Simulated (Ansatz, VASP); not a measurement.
# One calculation of AlRu, two programs

Contents of INCAR:

```
SYSTEM = AlRu
ALGO     = Normal         ! electronic algorithm
EDIFF    = 1E-8           ! SCF threshold, eV
ENCUT    = 520            ! plane-wave cutoff, eV
GGA      = PS             ! functional
ISIF     = 2              ! what is computed and relaxed
ISMEAR   = -1             ! smearing method
LASPH    = .True.         ! aspherical terms in the spheres
LCHARG   = .False.        ! write CHGCAR
LEFG     = .True.       
LREAL    = .False.        ! projectors in reciprocal space
LWAVE    = .False.        ! write WAVECAR
NBANDS   = 16             ! bands
NELM     = 100            ! most SCF steps
PREC     = Accurate       ! precision mode
SIGMA    = 0.05           ! smearing width, eV
```

KPOINTS

```
k-points
0
Gamma
  12 12 12
  0 0 0
```

The input POSCAR:

```
AlRu
1.0
    3.0502737196      0.0000000000      0.0000000000
    0.0000000000      3.0502737196      0.0000000000
    0.0000000000      0.0000000000      3.0502737196
Al Ru
1 1
Direct
    0.0000000000      0.0000000000      0.0000000000
    0.5000000000      0.5000000000      0.5000000000
```

Input for Ansatz:

```yaml
crystal:
  lattice:
    - [3.0502737196, 0.0, 0.0]
    - [0.0, 3.0502737196, 0.0]
    - [0.0, 0.0, 3.0502737196]
  atoms:
    - { symbol: Al, position: [0.0, 0.0, 0.0] }
    - { symbol: Ru, position: [0.5, 0.5, 0.5] }
kpoints:
  mp_grid: { grid: [12, 12, 12] }
scf:
  occupations: { method: fermi_dirac, width: 0.05 }
hamiltonian:
  xc: pbesol
  pseudopotentials: { kind: all_electron, datasets: crystal }
output:
  forces: true
  stress: true
  eigenvalues: true
  efg: { contact_densities: true }
```

Change from the starting cell: volume scaled by 1.06, crystal datasets.

Alike in both runs: task electric field gradients; functional PBEsol; k mesh 12 × 12 × 12; occupations fermi-dirac, width 0.05 eV; no spin polarisation.

|  | VASP | Ansatz |
| --- | --- | --- |
| version | VASP 6.6.1 | Ansatz 0.2.0 |
| potentials or method | VASP PAW PBE potentials, release 64 (Al, Ru_pv), cutoff 520 eV | all-electron PAW with datasets made for the crystal, scalar-relativistic |

Ansatz gave:

```
pressure (GPa) : -13.9
```

Q: What did VASP give for the same quantities?

A: Pressure (GPa): -13.8.

VASP's potentials were made for PBE, not for PBEsol. Ansatz ran all-electron here, and VASP with PAW potentials.
